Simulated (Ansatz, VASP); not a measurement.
**One calculation of CuI, two programs**

```
Cu I
1.0
     4.28719    0.00000    0.00000
     2.14359    3.71281    0.00000
     2.14359    1.23760    3.50047
Cu I
1 1
Direct
  0.25000 0.25000 0.25000
  0.00000 0.00000 0.00000
```

Alike in both runs: task single point; functional PBEsol; k mesh 6 × 6 × 6; non-collinear spin, spin-orbit coupling.

|  | VASP | Ansatz |
| --- | --- | --- |
| version | VASP 6.6.1 | Ansatz 0.2.0 |
| potentials or method | VASP PAW PBE potentials, release 64 (Cu, I) | plane waves, PAW |
| plane-wave cutoff (eV) | 520 | 420 |
| occupations | gaussian, width 0.01 eV | fixed |
| valence electrons in the cell | 18 | 36 |

```csv
,VASP,Ansatz,Ansatz less VASP
net moment per atom (μB),0.00,0.00,0.000
```

VASP's potentials were made for PBE, not for PBEsol. VASP's potentials hold 18 valence electrons a cell and Ansatz's 36, so a difference there can come from the potentials and not from the codes.
